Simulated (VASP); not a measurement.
# NaCl in VASP: a series of runs, part 2 of 2

VASP 6.6.1.

**3. Single point, PBEsol (strain -0.080 along x and y, -0.040 along z)**

INCAR reads:

```
PREC = Accurate
ENCUT = 520
EDIFF = 1E-6
ISMEAR = 0
SIGMA = 0.05
LREAL = False
LASPH = True
NELM = 80
ALGO = Normal
ISIF = 2
LWAVE = False
LCHARG = False
GGA = PS
NBANDS = 14
```

KPOINTS reads:

```
regular mesh
0
Gamma
  8 8 8
```

POSCAR reads:

```
NaCl
1.0
    0.0000000000      2.6052100000      2.7184800000
    2.6052100000      0.0000000000      2.7184800000
    2.6052100000      2.6052100000      0.0000000000
Na Cl
1 1
Direct
    0.0000000000      0.0000000000      0.0000000000
    0.5000000000      0.5000000000      0.5000000000
```

Potentials or basis: VASP PAW PBE potentials, release 64 (Na_pv, Cl).

Run with:

```sh
cat potpaw_PBE.64/Na_pv/POTCAR potpaw_PBE.64/Cl/POTCAR > POTCAR
mpirun -np 1 vasp_std > vasp.out
```

OUTCAR:

```text
PREC = Accurate
   ENCUT = 520
   EDIFF = 1E-6
   ISMEAR = 0
   LREAL = False
   LASPH = True
   NELM = 80
   ISIF = 2
   GGA = PS

 ion  position               nearest neighbor table
   1  0.000  0.000  0.000-   2 2.61   2 2.61   2 2.61   2 2.61   2 2.72   2 2.72
   2  0.500  0.500  0.500-   1 2.61   1 2.61   1 2.61   1 2.61   1 2.72   1 2.72

  LATTYP: Found a body centered tetragonal cell.
 ALAT       =     3.6843233148
 C/A-ratio  =     1.4757011086

  Lattice vectors:

 A1 = (  -2.6052100000,   0.0000000000,   2.7184800000)
[... 586 lines left out ...]
     10      11.6624      0.00000
     11      12.3547      0.00000
     12      14.7961      0.00000
     13      16.1304      0.00000
     14      18.1948      0.00000

 [... further k-points ...]
[... 5 lines left out ...]
  --------------------------------------------------------------------------------------
  -------------------------------------------------------------------------------------
  Total        1.9640713      1.9640713      0.9979202      0.0000000      0.0000000      0.0000000
  in kB       85.2758819     85.2758819     43.3276132      0.0000000      0.0000000      0.0000000
  external PRESSURE =      71.2931257 kB  Pullay stress =       0.0000000 kB

 VOLUME and BASIS-vectors are now :
 -----------------------------------------------------------------------------
  energy-cutoff  :      520.00
  volume of cell :       36.90
      direct lattice vectors                 reciprocal lattice vectors
     0.000000000  2.605210000  2.718480000    -0.191923108  0.191923108  0.183926312
     2.605210000  0.000000000  2.718480000     0.191923108 -0.191923108  0.183926312
     2.605210000  2.605210000  0.000000000     0.191923108  0.191923108 -0.183926312

 POSITION                                       TOTAL-FORCE (eV/Angst)
 -----------------------------------------------------------------------------------
      0.00000      0.00000      0.00000         0.000000     -0.000000      0.000000
      2.60521      2.60521      2.71848        -0.000000      0.000000      0.000000
 -----------------------------------------------------------------------------------
    total drift:                                0.000000      0.000000      0.000000

  FREE ENERGIE OF THE ION-ELECTRON SYSTEM (eV)
  ---------------------------------------------------
  free  energy   TOTEN  =        -6.8526783811 eV

  energy  without entropy=       -6.8526783811  energy(sigma->0) =       -6.85267838
```

OSZICAR:

```text
N       E                     dE             d eps       ncg     rms          rms(c)
DAV:   1     0.102797757396E+03    0.10280E+03   -0.71913E+03  1676   0.107E+03
DAV:   2     0.515868215804E+00   -0.10228E+03   -0.94036E+02  1802   0.288E+02
DAV:   3    -0.689269900526E+01   -0.74086E+01   -0.73665E+01  2132   0.702E+01
DAV:   4    -0.700252460870E+01   -0.10983E+00   -0.10979E+00  1916   0.907E+00
DAV:   5    -0.700470897748E+01   -0.21844E-02   -0.21842E-02  2172   0.132E+00    0.209E+00
DAV:   6    -0.686329063331E+01    0.14142E+00   -0.20511E-01  2104   0.375E+00    0.151E+00
DAV:   7    -0.685068325311E+01    0.12607E-01   -0.61108E-02  2382   0.183E+00    0.993E-01
DAV:   8    -0.685276988129E+01   -0.20866E-02   -0.58163E-03  1904   0.768E-01    0.292E-01
DAV:   9    -0.685266016883E+01    0.10971E-03   -0.19158E-04  2054   0.124E-01    0.128E-01
DAV:  10    -0.685268099857E+01   -0.20830E-04   -0.10324E-04  2036   0.998E-02    0.232E-02
DAV:  11    -0.685267838258E+01    0.26160E-05   -0.68973E-06  2126   0.298E-02    0.556E-03
DAV:  12    -0.685267838110E+01    0.14757E-08   -0.57098E-07  1736   0.840E-03
   1 F= -.68526784E+01 E0= -.68526784E+01  d E =-.445927E-21
```

It took 24 s on 1 thread of AMD EPYC 7R43 (Zen 3), shared host; peak memory 0.13 GiB.

Results:

```yaml
Free_energy: -6.8527 eV
Pressure: 7.1 GPa
Band_gap_on_the_k_mesh: 5.75 eV, direct
```

Stress tensor (GPa, compression positive):
```
8.53 0.00 0.00
0.00 8.53 0.00
0.00 0.00 4.33
```

Caveat: the cell differs from its parent crystal (strain -0.080 along x and y, -0.040 along z); the PAW data sets were made with another functional, which shifts forces and pressure a little.

**4. Single point, PBEsol (strain -0.040 along x and y, +0.000 along z)**

INCAR reads:

```
PREC = Accurate
ENCUT = 520
EDIFF = 1E-7
ISMEAR = 0
SIGMA = 0.05
LREAL = False
LASPH = True
NELM = 60
ALGO = Normal
ISIF = 2
LWAVE = False
LCHARG = True
GGA = PS
LELF = True
LVHAR = True
NBANDS = 14
```

KPOINTS is that of step 3.

POSCAR reads:

```
NaCl
1.0
    0.0000000000      2.7184800000      2.8317500000
    2.7184800000      0.0000000000      2.8317500000
    2.7184800000      2.7184800000      0.0000000000
Na Cl
1 1
Direct
    0.0000000000      0.0000000000      0.0000000000
    0.5000000000      0.5000000000      0.5000000000
```

Potentials or basis: VASP PAW PBE potentials, release 64 (Na_pv, Cl).

Run with:

```sh
cat potpaw_PBE.64/Na_pv/POTCAR potpaw_PBE.64/Cl/POTCAR > POTCAR
mpirun -np 1 vasp_std > vasp.out
```

OUTCAR:

```text
PREC = Accurate
   ENCUT = 520
   EDIFF = 1E-7
   ISMEAR = 0
   LREAL = False
   LASPH = True
   NELM = 60
   ISIF = 2
   GGA = PS

 ion  position               nearest neighbor table
   1  0.000  0.000  0.000-   2 2.72   2 2.72   2 2.72   2 2.72
   2  0.500  0.500  0.500-   1 2.72   1 2.72   1 2.72   1 2.72

  LATTYP: Found a body centered tetragonal cell.
 ALAT       =     3.8445112850
 C/A-ratio  =     1.4731391275

  Lattice vectors:

 A1 = (  -2.7184800000,   0.0000000000,   2.8317500000)
 A2 = (   2.7184800000,   0.0000000000,   2.8317500000)
[... 586 lines left out ...]
     10      10.4543      0.00000
     11      11.1825      0.00000
     12      13.3620      0.00000
     13      14.7651      0.00000
     14      16.3341      0.00000

 [... further k-points ...]
[... 5 lines left out ...]
  --------------------------------------------------------------------------------------
  -------------------------------------------------------------------------------------
  Total        0.6057994      0.6057994      0.0300545      0.0000000     -0.0000000     -0.0000000
  in kB       23.1900782     23.1900782      1.1504918      0.0000000     -0.0000000     -0.0000000
  external PRESSURE =      15.8435494 kB  Pullay stress =       0.0000000 kB

 VOLUME and BASIS-vectors are now :
 -----------------------------------------------------------------------------
  energy-cutoff  :      520.00
  volume of cell :       41.85
      direct lattice vectors                 reciprocal lattice vectors
     0.000000000  2.718480000  2.831750000    -0.183926312  0.183926312  0.176569259
     2.718480000  0.000000000  2.831750000     0.183926312 -0.183926312  0.176569259
     2.718480000  2.718480000  0.000000000     0.183926312  0.183926312 -0.176569259

 POSITION                                       TOTAL-FORCE (eV/Angst)
 -----------------------------------------------------------------------------------
      0.00000      0.00000      0.00000        -0.000000     -0.000000      0.000000
      2.71848      2.71848      2.83175         0.000000      0.000000     -0.000000
 -----------------------------------------------------------------------------------
    total drift:                               -0.000000      0.000000      0.000000

  FREE ENERGIE OF THE ION-ELECTRON SYSTEM (eV)
  ---------------------------------------------------
  free  energy   TOTEN  =        -6.9804726092 eV

  energy  without entropy=       -6.9804726092  energy(sigma->0) =       -6.98047261
```

Wall time 37 s (1 thread of AMD EPYC 7R43 (Zen 3), shared host); peak memory 0.14 GiB.

Results:

| Property | Result |
| --- | --- |
| Free energy | -6.9805 eV |
| Pressure | 1.6 GPa |
| Band gap on the k mesh | 5.18 eV, direct |

Caveat: the cell differs from its parent crystal (strain -0.040 along x and y, +0.000 along z); the PAW data sets were made with another functional, which shifts forces and pressure a little.

**5. Overview**

```csv
cell,gap on the mesh (eV),pressure (GPa)
"a = 4.325 Å, angles 60.0°, 2 atoms",4.19,-3.7
"a = 3.765, b = 3.765, c = 3.684 Å, angles 60.7, 60.7, 58.6°, 2 atoms",5.75,7.1
"a = 3.925, b = 3.925, c = 3.845 Å, angles 60.7, 60.7, 58.6°, 2 atoms",5.18,1.6
```

Alike in all rows: task single point; level PBEsol; potentials or basis VASP PAW PBE potentials, release 64 (Na_pv, Cl); no spin polarisation; k mesh 8 × 8 × 8; cutoff (eV) 520; smearing gaussian 0.05 eV.

Caveats: the PAW data sets were made with another functional, which shifts forces and pressure a little.

Absolute energies hang on the potentials; compare differences alone.
